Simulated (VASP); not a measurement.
# Zn5O3 (P-6m2) in VASP: a series of runs

The runs below take Zn5O3 through single point, relaxation of cell and atoms, with PBE.

Program: VASP 6.6.1. These are calculated values, not measurements. Logs are shortened: lines on timing, memory, paths and dates and some standing lists are left out, and cuts for length are marked.

### Step 1. The cell of the first run

It takes space group P-6m2 (No. 187, hexagonal). Conventional cell: a = 3.334 Å, b = 3.334 Å, c = 12.963 Å, α = 90.00°, β = 90.00°, γ = 120.00°. Zn (site symmetry 3m) has 4 O at 1.93 to 2.43 Å within 2.6 Å. Within 2.6 Å of Zn (site symmetry -6m2) lie 5 O at 1.93 to 2.38 Å. Within 3.6 Å of Zn (site symmetry 3m) lie 10 Zn at 2.72 to 3.33 Å and 3 O at 3.35 Å. Within 2.6 Å of O (site symmetry 3m) lie 4 Zn at 1.93 to 2.38 Å. Within 2.6 Å of O (site symmetry -6m2) lie 5 Zn at 1.93 to 2.43 Å.

### Step 2. Single point, PBE

Contents of INCAR:

```
PREC = Accurate
ENCUT = 520
EDIFF = 1E-7
ISMEAR = 0
SIGMA = 0.2
LREAL = False
LASPH = True
NELM = 80
ALGO = Normal
ISIF = 2
LWAVE = False
LCHARG = False
GGA = PE
NBANDS = 49
```

Contents of KPOINTS:

```
Automatic mesh
0
Gamma
  6 6 2
```

Contents of POSCAR:

```
Zn5O3
1.0
    3.3344337001      0.0000000000      0.0000000000
   -1.6672168500      2.8877042915      0.0000000000
    0.0000000000      0.0000000000     12.9633828130
Zn O
5 3
Direct
    0.3333333333      0.6666666667      0.1871226255
    0.0000000000      0.0000000000      0.0000000000
    0.3333333333      0.6666666667      0.8128773745
    0.6666666667      0.3333333333      0.6049458603
    0.6666666667      0.3333333333      0.3950541397
    0.0000000000      0.0000000000      0.1838484495
    0.3333333333      0.6666666667      0.0000000000
    0.0000000000      0.0000000000      0.8161515505
```

Potentials or basis: VASP PAW PBE potentials, release 64 (Zn, O).

On the command line:

```bash
> cat potpaw_PBE.64/Zn/POTCAR potpaw_PBE.64/O/POTCAR > POTCAR
> mpirun -np 1 vasp_std > vasp.out
```

OUTCAR:

```text
PREC = Accurate
   ENCUT = 520
   EDIFF = 1E-7
   ISMEAR = 0
   LREAL = False
   LASPH = True
   NELM = 80
   ISIF = 2
   GGA = PE

 ion  position               nearest neighbor table
   1  0.333  0.667  0.187-   6 1.93   6 1.93   6 1.93   7 2.43
   2  0.000  0.000  0.000-   7 1.93   7 1.93   7 1.93   8 2.38   6 2.38
   3  0.333  0.667  0.813-   8 1.93   8 1.93   8 1.93   7 2.43
   4  0.667  0.333  0.605-   5 2.72
   5  0.667  0.333  0.395-   4 2.72
   6  0.000  0.000  0.184-   1 1.93   1 1.93   1 1.93   2 2.38
   7  0.333  0.667  0.000-   2 1.93   2 1.93   2 1.93   3 2.43   1 2.43
   8  0.000  0.000  0.816-   3 1.93   3 1.93   3 1.93   2 2.38

  LATTYP: Found a hexagonal cell.
 ALAT       =     3.3344337001
 C/A-ratio  =     3.8877314647

  Lattice vectors:

 A1 = (   3.3344337001,   0.0000000000,   0.0000000000)
 A2 = (  -1.6672168500,   2.8877042915,   0.0000000000)
 A3 = (   0.0000000000,   0.0000000000,  12.9633828130)

Analysis of symmetry for initial positions (statically):
=====================================================================
 Subroutine PRICEL returns:
 Original cell was already a primitive cell.

 Routine SETGRP: Setting up the symmetry group for a
 hexagonal supercell.

 Subroutine GETGRP returns: Found 12 space group operations
 (whereof 12 operations were pure point group operations)
 out of a pool of 24 trial point group operations.

The static configuration has the point symmetry D_3h.

Analysis of symmetry for dynamics (positions and initial velocities):
=====================================================================
 Subroutine PRICEL returns:
 Original cell was already a primitive cell.

 Routine SETGRP: Setting up the symmetry group for a
 hexagonal supercell.

 Subroutine GETGRP returns: Found 12 space group operations
 (whereof 12 operations were pure point group operations)
 out of a pool of 24 trial point group operations.

The dynamic configuration has the point symmetry D_3h.

 Subroutine INISYM returns: Found 12 space group operations
 (whereof 12 operations are pure point group operations),
 and found     1 'primitive' translations

----------------------------------------------------------------------------------------

                                     Primitive cell

  volume of cell :     124.8226

  direct lattice vectors                    reciprocal lattice vectors
     3.334433700  0.000000000  0.000000000     0.299901000  0.173147923  0.000000000
    -1.667216850  2.887704291  0.000000000     0.000000000  0.346295846  0.000000000
     0.000000000  0.000000000 12.963382813     0.000000000  0.000000000  0.077140359

  length of vectors
     3.334433700  3.334433700 12.963382813     0.346295846  0.346295846  0.077140359

  position of ions in fractional coordinates (direct lattice)
     0.333333333  0.666666667  0.187122626
     0.000000000  0.000000000  0.000000000
     0.333333333  0.666666667  0.812877374
     0.666666667  0.333333333  0.604945860
     0.666666667  0.333333333  0.395054140
     0.000000000  0.000000000  0.183848449
     0.333333333  0.666666667  0.000000000
     0.000000000  0.000000000  0.816151551

  ion indices of the primitive-cell ions
   primitive index   ion index
                 1           1
                 2           2
                 3           3
                 4           4
                 5           5
                 6           6
                 7           7
                 8           8

----------------------------------------------------------------------------------------

 KPOINTS: Automatic mesh

Automatic generation of k-mesh.
 Grid dimensions read from file:
 generate k-points for:    6    6    2

 Generating k-lattice:

  Cartesian coordinates                     Fractional coordinates (reciprocal lattice)
     0.049983500  0.028857987  0.000000000     0.166666667  0.000000000  0.000000000
     0.000000000  0.057715974  0.000000000     0.000000000  0.166666667  0.000000000
     0.000000000  0.000000000  0.038570179     0.000000000  0.000000000  0.500000000

  Length of vectors
     0.057715974  0.057715974  0.038570179

  Shift w.r.t. Gamma in fractional coordinates (k-lattice)
     0.000000000  0.000000000  0.000000000

 Subroutine IBZKPT returns following result:
 ===========================================

 Found     14 irreducible k-points:

 Following reciprocal coordinates:
            Coordinates               Weight
  0.000000  0.000000  0.000000      1.000000
  0.166667 -0.000000  0.000000      6.000000
  0.333333 -0.000000  0.000000      6.000000
  0.500000 -0.000000  0.000000      3.000000
  0.166667  0.166667  0.000000      6.000000
  0.333333  0.166667  0.000000     12.000000
  0.333333  0.333333  0.000000      2.000000
  0.000000  0.000000  0.500000      1.000000
  0.166667 -0.000000  0.500000      6.000000
  0.333333 -0.000000  0.500000      6.000000
  0.500000 -0.000000  0.500000      3.000000
  0.166667  0.166667  0.500000      6.000000
  0.333333  0.166667  0.500000     12.000000
  0.333333  0.333333  0.500000      2.000000
   k-points           NKPTS =     14   k-points in BZ     NKDIM =     14   number of bands    NBANDS=     49
   number of dos      NEDOS =    301   number of ions     NIONS =      8
   total plane-waves  NPLWV =  75264
   dimension x,y,z NGX =    28 NGY =   28 NGZ =   96
   dimension x,y,z NGXF=    56 NGYF=   56 NGZF=  192
   ions per type =               5   3
   NGX,Y,Z   is equivalent  to a cutoff of  13.96, 13.96, 12.31 a.u.
   NGXF,Y,Z  is equivalent  to a cutoff of  27.92, 27.92, 24.62 a.u.
 SYSTEM =  unknown system
   PREC   = accura    normal or accurate (medium, high low for compatibility)
   ISTART =      0    job   : 0-new  1-cont  2-samecut
   ICHARG =      2    charge: 1-file 2-atom 10-const
   ISPIN  =      1    spin polarized calculation?
   LNONCOLLINEAR =      F non collinear calculations
   LSORBIT =      F    spin-orbit coupling
   LASPH  =      T    aspherical Exc in radial PAW
   ENCUT  =  520.0 eV  38.22 Ry    6.18 a.u.   6.20  6.20 24.10*2*pi/ulx,y,z
   NELM   =     80;   NELMIN=  2; NELMDL= -5     # of ELM steps
   EDIFF  = 0.1E-06   stopping-criterion for ELM
   LREAL  =      F    real-space projection
   EDIFFG = 0.1E-05   stopping-criterion for IOM
   NSW    =      0    number of steps for IOM
   IBRION =     -1    ionic relax: 0-MD 1-quasi-New 2-CG
   NFREE  =      0    steps in history (QN), initial steepest desc. (CG)
   ISIF   =      2    stress and relaxation
   ISYM   =      2    0-nonsym 1-usesym 2-fastsym
   POTIM  = 0.5000    time-step for ionic-motion
   TEBEG  =    0.0;   TEEND  =   0.0 temperature during run
   PSTRESS=    0.0 pullay stress
   NELECT =      78.0000    total number of electrons
   NUPDOWN=      -1.0000    fix difference up-down
   EMIN   =  10.00;   EMAX   =-10.00  energy-range for DOS
   EFERMI =   0.00;   METHOD = LEGACY
   ISMEAR =     0;   SIGMA  =   0.20  broadening in eV -4-tet -1-fermi 0-gaus
   EFERMI_NEDOS =   21; number of points for ismear=-14 and -15
   IALGO  =     38    algorithm
   IMIX   =      4    mixing-type and parameters
     AMIX     =   0.40;   BMIX     =  1.00
     AMIX_MAG =   1.60;   BMIX_MAG =  1.00
  volume/ion in A,a.u.               =      15.60       105.29
  Fermi-wavevector in a.u.,A,eV,Ry     =   1.399615  2.644889 26.652761  1.958923
  Thomas-Fermi vector in A             =   2.522657
   LORBIT       =      0    0 simple, 1 ext, 2 COOP (PROOUT), +10 PAW based schemes
   GGA     = PE    functional components
   LHFCALC =     F    Hartree Fock is set to
   AEXX    =    0.0000 exact exchange contribution
   IVDW    =     0    specifies the selected vdW correction
   LEPSILON=     F    determine dielectric tensor
   LRPA    =     F    only Hartree local field effects (RPA)
 non-spin polarized calculation
 Gauss-broadening in eV      SIGMA  =   0.20
  energy-cutoff  :      520.00
  volume of cell :      124.82
 maximum number of plane-waves:      3392
 NGX is ok and might be reduce to    28
   NGX = 13   NGY = 13   NGZ = 49

 number of electron      78.0000024 magnetization

 Free energy of the ion-electron system (eV)
  ---------------------------------------------------
  ext. energy  EPLUGINS =         0.00000000
  ---------------------------------------------------
  free energy    TOTEN  =       -26.89964155 eV

  energy without entropy =      -26.88824746  energy(sigma->0) =      -26.89394451

 E-fermi :   1.3865     XC(G=0): -10.0512

 val. band max:        1.3596608583   @ k =   0.5000  -0.0000   0.5000
 cond. band min:       1.4321702829   @ k =   0.0000   0.0000   0.5000
 fundamental gap:      0.0725094246
 Fermi energy:         1.3865349737

 k-point     1 :       0.0000    0.0000    0.0000
  band No.  band energies     occupation
      1     -17.7443      2.00000
      2     -17.4365      2.00000
      3     -17.0480      2.00000
      4      -5.9470      2.00000
      5      -5.9470      2.00000
      6      -5.9360      2.00000
[... 41 lines left out ...]
     48      11.1729      0.00000
     49      12.0182      0.00000

 k-point     2 :       0.1667   -0.0000    0.0000
  band No.  band energies     occupation
      1     -17.6032      2.00000
      2     -17.3286      2.00000
      3     -16.9814      2.00000
      4      -6.0150      2.00000
      5      -5.9961      2.00000
      6      -5.7806      2.00000
[... 41 lines left out ...]
     48      10.1567      0.00000
     49      10.7058      0.00000

 k-point     3 :       0.3333   -0.0000    0.0000
  band No.  band energies     occupation
      1     -17.2856      2.00000
      2     -17.1053      2.00000
      3     -16.8705      2.00000
      4      -6.0224      2.00000
      5      -6.0099      2.00000
      6      -5.7421      2.00000
[... 41 lines left out ...]
     48       8.7253      0.00000
     49       9.6141      0.00000

 k-point     4 :       0.5000   -0.0000    0.0000
  band No.  band energies     occupation
      1     -17.0849      2.00000
      2     -16.9898      2.00000
      3     -16.8499      2.00000
      4      -5.9759      2.00000
      5      -5.8800      2.00000
      6      -5.6493      2.00000
[... 457 lines left out ...]
     48       8.8417      0.00000
     49       8.8849      0.00000

 k-point    13 :       0.3333    0.1667    0.5000
  band No.  band energies     occupation
      1     -17.0918      2.00000
      2     -16.9920      2.00000
      3     -16.8467      2.00000
      4      -5.8269      2.00000
      5      -5.8109      2.00000
      6      -5.6033      2.00000
[... 41 lines left out ...]
     48       8.3069      0.00000
     49       8.5908      0.00000

 k-point    14 :       0.3333    0.3333    0.5000
  band No.  band energies     occupation
      1     -16.9521      2.00000
      2     -16.9361      2.00000
      3     -16.8787      2.00000
      4      -5.5598      2.00000
      5      -5.5279      2.00000
      6      -5.5238      2.00000
[... 41 lines left out ...]
     48       8.5471      0.00000
     49       8.6696      0.00000

------------------------ aborting loop because EDIFF is reached ----------------------------------------

  FORCE on cell =-STRESS in cart. coord.  units (eV):
  Direction    XX          YY          ZZ          XY          YZ          ZX
  --------------------------------------------------------------------------------------
  -------------------------------------------------------------------------------------
  Total        1.0188263      1.0188263      0.6492016      0.0000000     -0.0000000      0.0000000
  in kB       13.0772848     13.0772848      8.3329164      0.0000000     -0.0000000      0.0000000
  external PRESSURE =      11.4958287 kB  Pullay stress =       0.0000000 kB

 VOLUME and BASIS-vectors are now :
 -----------------------------------------------------------------------------
  energy-cutoff  :      520.00
  volume of cell :      124.82
      direct lattice vectors                 reciprocal lattice vectors
     3.334433700  0.000000000  0.000000000     0.299901000  0.173147923  0.000000000
    -1.667216850  2.887704291  0.000000000     0.000000000  0.346295846  0.000000000
     0.000000000  0.000000000 12.963382813     0.000000000  0.000000000  0.077140359

 POSITION                                       TOTAL-FORCE (eV/Angst)
 -----------------------------------------------------------------------------------
     -0.00000      1.92514      2.42574        -0.000000      0.000000     -0.006529
      0.00000      0.00000      0.00000        -0.000000      0.000000      0.000000
     -0.00000      1.92514     10.53764        -0.000000      0.000000      0.006529
      1.66722      0.96257      7.84214        -0.000000      0.000000      0.005354
      1.66722      0.96257      5.12124        -0.000000     -0.000000     -0.005354
      0.00000      0.00000      2.38330         0.000000     -0.000000      0.018318
     -0.00000      1.92514      0.00000         0.000000     -0.000000      0.000000
      0.00000      0.00000     10.58008         0.000000     -0.000000     -0.018318
 -----------------------------------------------------------------------------------
    total drift:                                0.000003     -0.000002     -0.000000

  FREE ENERGIE OF THE ION-ELECTRON SYSTEM (eV)
  ---------------------------------------------------
  free  energy   TOTEN  =       -26.8996415548 eV

  energy  without entropy=      -26.8882474592  energy(sigma->0) =      -26.89394451
```

It took 2.7 min on 1 thread of Intel Xeon 6975P-C (Granite Rapids), shared host; peak memory 0.27 GiB.

What came out:

```
Free energy            : -26.8996 eV
Pressure               : 1.1 GPa
Largest force          : 0.018 eV/Å
Band gap on the k mesh : zero (bands 39 and 40 overlap by 1.67 eV)
```

Forces in eV/Å, atoms in the order of the input:
```
Zn   0.000  0.000 -0.007
Zn   0.000  0.000  0.000
Zn   0.000  0.000  0.007
Zn   0.000  0.000  0.005
Zn   0.000  0.000 -0.005
O    0.000  0.000  0.018
O    0.000  0.000  0.000
O    0.000  0.000 -0.018
```

Caveat: the k points lie up to 0.36 Å⁻¹ apart, too coarse for converged energies and pressures of a metal.

(Part 1 of 2 ends here.)
